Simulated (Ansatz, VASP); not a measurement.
**One calculation of YbN, two programs**

```xyz
2
Lattice="0.0000 2.6528 2.6528 2.6528 0.0000 2.6528 2.6528 2.6528 0.0000" Properties=species:S:1:pos:R:3 pbc="T T T"
Yb    0.0000    0.0000    0.0000
N     1.3264    1.3264    1.3264
```

Alike in both runs: task single point; functional LDA; k mesh 6 × 6 × 6; occupations gaussian, width 0.05 eV; collinear spin; Hubbard terms Yb f U = 7.0 eV, J = 0.5 eV.

```csv
,VASP,Ansatz
version,VASP 6.6.1,Ansatz 0.2.0
potentials or method,"VASP PAW PBE potentials, release 64 (Yb, N), cutoff 520 eV","scalar-relativistic, plane waves, PAW"
valence electrons in the cell,29,29
```

```tsv
	VASP	Ansatz	Ansatz less VASP
gap on the k mesh at the Fermi level (eV)	none	none	-
pressure (GPa)	-10.9	-7.5	+3.36
net moment per atom (μB)	0.50	0.50	0.000
size of the moment on the site where the two differ most (μB)	0.37	0.55	+0.182
```

VASP's potentials were made for PBE, not for LDA. LDA's correlation is that of Perdew and Zunger in VASP and of Perdew and Wang (1992) in Ansatz. Site moments also hang on the region over which each program counts them. The programs project onto different local orbitals, so the same U acts differently, and such runs can settle in different states. A gap of «none» marks a metal or a gap that the smearing closes. Ansatz's warnings: filled band counts differ across k points, stress scf threshold loose.

Spin-orbit coupling is off throughout.
